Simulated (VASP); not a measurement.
Runs of VASP 6.6.1 on Pt. The structure is that of space group P6_3/mmc (No. 194), or close to it. The cells are those of the table. 

| task | cell | k mesh | cutoff (eV) | gap on the mesh (eV) | pressure (GPa) | relaxed volume (Å³/atom) |
| --- | --- | --- | --- | --- | --- | --- |
| relaxation of cell and atoms | relaxed from a = 2.734, b = 2.734, c = 10.020 Å, angles 90.0, 90.0, 120.0°, 4 atoms | 21 × 21 × 6 | 600 | - | 0.0 | 16.22 |
| single point | a = 2.782, b = 2.782, c = 9.364 Å, angles 90.0, 90.0, 120.0°, 4 atoms | 18 × 18 × 6 | 520 | none | -0.5 | - |
| relaxation of cell and atoms | relaxed from a = 4.359, b = 4.359, c = 5.048 Å, angles 90.0, 90.0, 120.0°, 4 atoms | 12 × 12 × 10 | 600 | none | 0.0 | 20.73 |
| single point | a = 2.775, b = 2.775, c = 9.390 Å, angles 90.0, 90.0, 120.0°, 4 atoms | 6 × 6 × 2 | 520 | none | -0.5 | - |
| relaxation of cell and atoms | relaxed from a = 2.775, b = 2.775, c = 9.390 Å, angles 90.0, 90.0, 120.0°, 4 atoms | 9 × 9 × 2 | 600 | - | -0.1 | (a) |

Alike in all rows: level PBE; potentials or basis VASP PAW PBE potentials, release 64 (Pt); no spin polarisation; smearing gaussian 0.1 eV.

Q: Estimate the missing entries.

A: (a) 15.67.

Caveats: some runs use coarse meshes; spin-orbit coupling is left out, which moves the levels of the heavy elements; the bands computed are all filled at some k points, so no gap is given (some runs).

A k mesh can miss the band edges, and the runs leave out spin-orbit coupling on Pt.

A gap of «none» marks levels without a gap at the run's occupations.
